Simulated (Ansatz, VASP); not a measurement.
Two plane-wave programs on La

Contents of INCAR:

```
SYSTEM = La
  ALGO = Normal
  EDIFF = 1E-7
  ENCUT = 520
  GGA = RP
  ISIF = 2
  ISMEAR = -1
  LASPH = .True.
  LCHARG = .True.
  LELF = .True.
  LREAL = .False.
  LVHAR = .True.
  LWAVE = .False.
  NBANDS = 18
  NELM = 100
  PREC = Accurate
  SIGMA = 0.1
```

Contents of KPOINTS:

```
k-points
0
Gamma
  9 9 9
  0 0 0
```

File POSCAR:

```
La
1.0
    0.0000000000      3.3320073526      3.3320073526
    3.3320073526      0.0000000000      3.3320073526
    3.3320073526      3.3320073526      0.0000000000
La
2
Direct
    0.1250000000      0.1250000000      0.1250000000
    0.8750000000      0.8750000000      0.8750000000
```

Input for Ansatz:

```yaml
crystal:
  lattice:
    - [0.0, 3.3320073526, 3.3320073526]
    - [3.3320073526, 0.0, 3.3320073526]
    - [3.3320073526, 3.3320073526, 0.0]
  atoms:
    - { symbol: La, position: [0.125, 0.125, 0.125] }
    - { symbol: La, position: [0.875, 0.875, 0.875] }
hamiltonian:
  xc: rpbe
  pseudopotentials:
    kind: paw
    azcp:
      La: "pseudopotentials/La.paw.azcp"
basis:
  ecutwfc: 420
  fft_grid_basis: typed
kpoints:
  mp_grid: { grid: [9, 9, 9], shift: [0, 0, 0] }
magnetization:
  spin_polarized: false
scf:
  occupations: { method: fermi_dirac, width: 0.1 }
  lower_state_search: "off"
output:
  stress: true
```

Alike in both runs: task single point; functional RPBE; k mesh 9 × 9 × 9; occupations fermi-dirac, width 0.1 eV; no spin polarisation.

```csv
,VASP,Ansatz
version,VASP 6.6.1,Ansatz 0.2.0
potentials or method,"VASP PAW PBE potentials, release 64 (La), cutoff 520 eV","plane waves (420 eV) with PAW, scalar-relativistic"
valence electrons in the cell,22,22
```

|  | VASP | Ansatz | Ansatz less VASP |
| --- | --- | --- | --- |
| pressure (GPa) | 1.6 | 1.7 | +0.08 |

VASP's potentials were made for PBE, not for RPBE. The functional is the same, so the differences come from potentials, cutoffs and numerics.

Spin-orbit coupling is off throughout.
